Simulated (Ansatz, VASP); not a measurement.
## One calculation of Cd, two programs

File INCAR:

```
SYSTEM = Cd
ALGO = Normal ; EDIFF = 1E-7
ENCUT = 520 ; GGA = RP
ISIF = 2 ; ISMEAR = -1
LASPH = .True. ; LCHARG = .False.
LREAL = .False. ; LWAVE = .False.
NBANDS = 19 ; NELM = 100
PREC = Accurate ; SIGMA = 0.1
```

File KPOINTS:

```
k-points
0
Gamma
  9 9 9
  0 0 0
```

POSCAR

```
Cd
1.0
    0.0000000000      3.6225580711      3.6225580711
    3.6225580711      0.0000000000      3.6225580711
    3.6225580711      3.6225580711      0.0000000000
Cd
2
Direct
    0.1250000000      0.1250000000      0.1250000000
    0.8750000000      0.8750000000      0.8750000000
```

Input for Ansatz:

```yaml
crystal:
  lattice:
    - [0.0, 3.6225580711, 3.6225580711]
    - [3.6225580711, 0.0, 3.6225580711]
    - [3.6225580711, 3.6225580711, 0.0]
  atoms:
    - { symbol: Cd, position: [0.125, 0.125, 0.125] }
    - { symbol: Cd, position: [0.875, 0.875, 0.875] }
hamiltonian:
  xc: rpbe
  pseudopotentials:
    kind: paw
    azcp:
      Cd: "pseudopotentials/Cd.paw.azcp"
basis:
  ecutwfc: 420
  fft_grid_basis: typed
kpoints:
  mp_grid: { grid: [9, 9, 9], shift: [0, 0, 0] }
magnetization:
  spin_polarized: false
scf:
  occupations: { method: fermi_dirac, width: 0.1 }
  lower_state_search: "off"
output:
  stress: true
  write_density: true
  write_potential: true
  elf: true
  volumetric_format: npy
```

Alike in both runs: task single point; functional RPBE; k mesh 9 × 9 × 9; occupations fermi-dirac, width 0.1 eV; no spin polarisation.

|  | VASP | Ansatz |
| --- | --- | --- |
| version | VASP 6.6.1 | Ansatz 0.2.0 |
| potentials or method | VASP PAW PBE potentials, release 64 (Cd), cutoff 520 eV | plane waves (420 eV) with PAW, scalar-relativistic |
| valence electrons in the cell | 24 | 40 |

Ansatz gave:

```
pressure (GPa) : -0.5
```

Q: Which values does VASP return?

A: Pressure (GPa): -0.4.

VASP's potentials were made for PBE, not for RPBE. VASP's potentials hold 24 valence electrons a cell and Ansatz's 40, so a difference there can come from the potentials and not from the codes.
